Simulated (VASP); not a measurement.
Input of a VASP 6.6.1 run:

Contents of INCAR:

```
PREC = Accurate
ENCUT = 600
EDIFF = 1E-6
ISMEAR = -1
SIGMA = 0.05
LREAL = False
LASPH = True
NELM = 200
ALGO = Normal
ISIF = 2
LWAVE = False
LCHARG = False
ISPIN = 2
MAGMOM = 1.7
LORBIT = 11
LMAXMIX = 4
GGA = PS
NBANDS = 14
GGA_COMPAT = False
```

KPOINTS

```
Automatic mesh
0
Gamma
  16 16 16
```

Contents of POSCAR:

```
Co
1.0
   -1.3828181581      1.3828181581      1.3828181581
    1.3828181581     -1.3828181581      1.3828181581
    1.3828181581      1.3828181581     -1.3828181581
Co
1
Direct
    0.0000000000      0.0000000000      0.0000000000
```

Potentials or basis: VASP PAW PBE potentials, release 64 (Co).

Launch:

```sh
$ cat potpaw_PBE.64/Co/POTCAR > POTCAR
$ mpirun -np 1 vasp_std > vasp.out
```

(1) What does it give for the pressure?

(2) Estimate the net moment.

(3) Predict the site moments.

Answers

(1) -1.0 GPa.

(2) 1.69 μB per cell.

(3) Co +1.70 μB.

Caveat: the PAW data sets were made with another functional, which shifts forces and pressure a little.
